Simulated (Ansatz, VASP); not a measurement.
## BaTiO3: VASP beside Ansatz

Contents of INCAR:

```
SYSTEM = BaTiO3
PREC = Accurate ; ENCUT = 520
EDIFF = 1E-6 ; ISMEAR = 0
SIGMA = 0.05 ; LREAL = .False.
LASPH = .True. ; NELM = 150
ALGO = Normal ; ISIF = 2
LWAVE = .False. ; LCHARG = .False.
LMAXMIX = 4 ; LDAU = .True.
LDAUTYPE = 2 ; LDAUL = -1 2 -1
LDAUU = 0 4 0 ; LDAUJ = 0 0 0
LDAUPRINT = 1 ; GGA = PE
NBANDS = 28
```

File KPOINTS:

```
regular mesh
0
Gamma
  6 6 6
  0 0 0
```

The input POSCAR:

```
BaTiO3
1.0
    4.0082194129      0.0000000000      0.0000000000
    0.0000000000      2.8732814832      2.8859184405
    0.0000000000     -2.8732814832      2.8859184405
Ba Ti O
1 1 3
Direct
    0.0000000000      0.0080771898      0.0080771898
    0.5000000000      0.5197092923      0.5197092923
    0.0000000000      0.3743367581      0.5309521132
    0.5000000000      0.4938075436      0.9829991481
    0.5000000000      0.9829991481      0.4938075436
```

Input for Ansatz:

```yaml
crystal:
  lattice:
    - [4.0082193262, 0.0, 0.0]
    - [0.0, 2.8732815214, 2.8859185184]
    - [0.0, -2.8732815214, 2.8859185184]
  atoms:
    - { symbol: Ba, position: [0.0, 0.0080772002, 0.0080772002] }
    - { symbol: Ti, position: [0.5, 0.5197092998, 0.5197092998] }
    - { symbol: O, position: [0.0, 0.3743367494, 0.5309521025] }
    - { symbol: O, position: [0.5, 0.4938075461, 0.9829991384] }
    - { symbol: O, position: [0.5, 0.9829991384, 0.4938075461] }
basis:
  ecutwfc: 420
kpoints:
  mp_grid: { grid: [6, 6, 6] }
hamiltonian:
  xc: pbe
  hubbard: { sites: [{ species: Ti, l: d, u_eff: 4.0 }] }
scf:
  occupations: { method: gaussian, width: 0.05 }
output:
  forces: true
  stress: true
  eigenvalues: true
  write_density: true
  write_potential: true
  elf: true
  volumetric_format: npy
```

Alike in both runs: task single point; functional PBE; k mesh 6 × 6 × 6; occupations gaussian, width 0.05 eV; no spin polarisation; Hubbard terms Ti d U = 4.0 eV.

```csv
,VASP,Ansatz
version,VASP 6.6.1,Ansatz 0.2.0
potentials or method,"VASP PAW PBE potentials, release 64 (Ba_sv, Ti_sv, O), cutoff 520 eV","scalar-relativistic, plane waves, PAW"
valence electrons in the cell,40,40
```

```csv
,VASP,Ansatz,Ansatz less VASP
gap on the k mesh at the Fermi level (eV),2.35,2.40,+0.050
least direct gap on the mesh (eV),2.75,2.79,+0.045
pressure (GPa),4.9,1.3,-3.60
"traceless stress, the component that is largest in VASP (GPa)",-2.66,-1.71,+0.959
rms of the force components (eV/Å),0.995,0.940,-0.0544
```

The programs project onto different local orbitals, so the same U acts differently, and such runs can settle in different states. Atom by atom the forces differ by 0.235 eV/Å (rms over components).

Spin-orbit coupling is off throughout.
